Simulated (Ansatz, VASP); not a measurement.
**One calculation of ReP, two programs**

```
CELL_PARAMETERS angstrom
0.00000 2.60318 2.60318
2.60318 0.00000 2.60318
2.60318 2.60318 0.00000
ATOMIC_POSITIONS crystal
Re 0.00000 0.00000 0.00000
P 0.25000 0.25000 0.25000
```

Alike in both runs: task single point; functional PBEsol; k mesh 12 × 12 × 12; occupations gaussian, width 0.05 eV; no spin polarisation.

```csv
,VASP,Ansatz
version,VASP 6.6.1,Ansatz 0.2.0
potentials or method,"VASP PAW PBE potentials, release 64 (Re, P), cutoff 520 eV","scalar-relativistic, plane waves, PAW"
valence electrons in the cell,12,20
```

```tsv
	VASP	Ansatz	Ansatz less VASP
gap on the k mesh at the Fermi level (eV)	none	none	-
pressure (GPa)	7.3	5.8	-1.47
```

VASP's potentials were made for PBE, not for PBEsol. A gap of «none» marks a metal or a gap that the smearing closes. VASP's potentials hold 12 valence electrons a cell and Ansatz's 20, so a difference there can come from the potentials and not from the codes.

Spin-orbit coupling is off throughout.
